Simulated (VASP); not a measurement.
A run of VASP 6.6.1 is set up as follows.

INCAR

```
SYSTEM = SiO2
PREC = Accurate
ENCUT = 520
EDIFF = 1E-7
ISMEAR = -1
SIGMA = 0.02
LREAL = .False.
LASPH = .True.
NELM = 100
ALGO = Normal
ISIF = 2
LWAVE = .False.
LCHARG = .True.
GGA = PE
LELF = .True.
LVHAR = .True.
NBANDS = 25
```

File KPOINTS:

```
regular mesh
0
Gamma
  10 10 4
  0 0 0
```

The input POSCAR:

```
SiO2
1.0
    2.8254082387      0.0000000000      0.0000000000
    0.0000000000      2.8254082387      0.0000000000
    0.0000000000      0.0000000000      8.1888873168
Si O
2 4
Direct
    0.5000000000      0.5000000000      0.5000000000
    0.0000000000      0.0000000000      0.0000000000
    0.0000000000      0.5000000000      0.6020425943
    0.5000000000      0.0000000000      0.8979574057
    0.5000000000      0.0000000000      0.3979574057
    0.0000000000      0.5000000000      0.1020425943
```

Potentials or basis: VASP PAW PBE potentials, release 64 (Si, O).

The run is started by

```sh
$ cat potpaw_PBE.64/Si/POTCAR potpaw_PBE.64/O/POTCAR > POTCAR
$ mpirun -np 1 vasp_std > vasp.out
```

Task: What does it give for the largest force?

Result: 0.468 eV/Å.

Task: Estimate the band gap on the k mesh.

Result: 5.20 eV, indirect (least direct gap 5.54 eV).

Forces in eV/Å, atoms in the order of the input:
```
Si   0.000  0.000  0.000
Si   0.000  0.000  0.000
O    0.000  0.000  0.468
O    0.000  0.000 -0.468
O    0.000  0.000 -0.468
O    0.000  0.000  0.468
```

A k mesh can miss the band edges.
